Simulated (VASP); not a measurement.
Here is a VASP 6.6.1 calculation.

Contents of INCAR:

```
SYSTEM = Mo
  ALGO = Normal
  EDIFF = 1E-6
  ENCUT = 500
  GGA = PE
  GGA_COMPAT = .False.
  ISIF = 2
  ISMEAR = 0
  LASPH = .True.
  LCHARG = .False.
  LREAL = .False.
  LWAVE = .False.
  NBANDS = 21
  NELM = 120
  PREC = Accurate
  SIGMA = 0.1
```

The input KPOINTS:

```
k-points
0
Gamma
  8 8 8
  0 0 0
```

Contents of POSCAR:

```
Mo
1.0
   -2.4635824360      2.4635824360      1.3439296952
    2.4635824360     -2.4635824360      1.3439296952
    2.4635824360      2.4635824360     -1.3439296952
Mo
2
Direct
    0.0000000000      0.0000000000      0.0000000000
    0.7500000000      0.2500000000      0.5000000000
```

Potentials or basis: VASP PAW PBE potentials, release 64 (Mo_sv).

Launch:

```console
$ cat potpaw_PBE.64/Mo_sv/POTCAR > POTCAR
$ mpirun -np 1 vasp_std > vasp.out
```

(1) Estimate the pressure.

(2) Estimate the band gap on the k mesh.

Results:

(1) 8.5 GPa.

(2) zero (band 14 reaches 13.39 eV, above the bottom of band 15 at 11.46 eV).
